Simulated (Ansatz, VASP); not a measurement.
Two plane-wave programs on Mg2Sn

```
Mg Sn
1.0
     0.00000    3.37950    3.34571
     3.37950    0.00000    3.34571
     3.37950    3.37950    0.00000
Mg Sn
2 1
Cartesian
  1.6898 1.6898 1.6729
  5.0693 5.0693 5.0186
  0.0000 0.0000 0.0000
```

Change from the starting cell: zz strain of -1 %, PAW files.

Alike in both runs: task electric field gradients; functional LDA; k mesh 11 × 11 × 11; occupations fermi-dirac, width 0.08 eV; no spin polarisation.

```csv
,VASP,Ansatz
version,VASP 6.6.1,Ansatz 0.2.0
potentials or method,"VASP PAW LDA potentials, release 64 (Mg, Sn_d)","PAW with Ansatz's default frozen-core files, scalar-relativistic"
plane-wave cutoff (eV),520,420
valence electrons in the cell,18,34
```

Ansatz gave:

* pressure (GPa): -1.4
* traceless stress, the component that is largest in VASP (GPa): 0.31
* size of Vzz on the site where it differs most (V/Å²): 4.1

Problem. What did VASP give for the same quantities?

Solution. Pressure (GPa): -1.7; traceless stress, the component that is largest in VASP (GPa): 0.31; size of Vzz on the site where it differs most (V/Å²): 3.9.

LDA's correlation is that of Perdew and Zunger in VASP and of Perdew and Wang (1992) in Ansatz. VASP's potentials hold 18 valence electrons a cell and Ansatz's 34, so a difference there can come from the potentials and not from the codes.
